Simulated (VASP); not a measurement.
Crystal: Sn2Se.

```
Sn Se
1.0
     5.80653    0.00000    0.00000
     0.00000    5.80653    0.00000
     0.00000    0.00000    2.88448
Sn Se
2 1
Direct
  0.00000 0.50000 0.50000
  0.50000 0.00000 0.50000
  0.50000 0.50000 0.50000
```

The cell was generated, and may not be a known phase.

```yaml
Program: VASP 6.6.1
Task: relaxation of cell and atoms
Functional: PBE
Potentials_or_basis: VASP PAW PBE potentials, release 64 (Sn_d, Se)
Cutoff: 600 eV
k_mesh: 4 × 4 × 6
Occupations: gaussian, width 0.1 eV
Spin: no spin polarisation
```

At the start: pressure 0.2 GPa; volume 32.42 Å³/atom.

Where does the relaxation end?

Over 4 steps the energy falls by 27.4 meV/atom and the volume is 32.04 Å³/atom (-1.2 %); space group P4/mmm (No. 123, to 0.1 Å) before and after.

Step by step:
```
step  energy change (eV)  largest force (eV/Å)  pressure (GPa)  volume (Å³)
   1              0.0000                0.0000            0.21        97.25
   2             -0.0798                0.0000           -0.57        97.72
   3             -0.0798                0.0000           -0.56        97.73
   4             -0.0823                0.0000            0.06        96.13
```

Final structure:
```
Sn Se
1.0
     5.65079    0.00000    0.00000
     0.00000    5.65079    0.00000
     0.00000    0.00000    3.01056
Sn Se
2 1
Direct
  0.00000 0.50000 0.50000
  0.50000 0.00000 0.50000
  0.50000 0.50000 0.50000
```

Caveat: the k points lie up to 0.35 Å⁻¹ apart in the final cell, too coarse for converged energies and pressures of a metal.
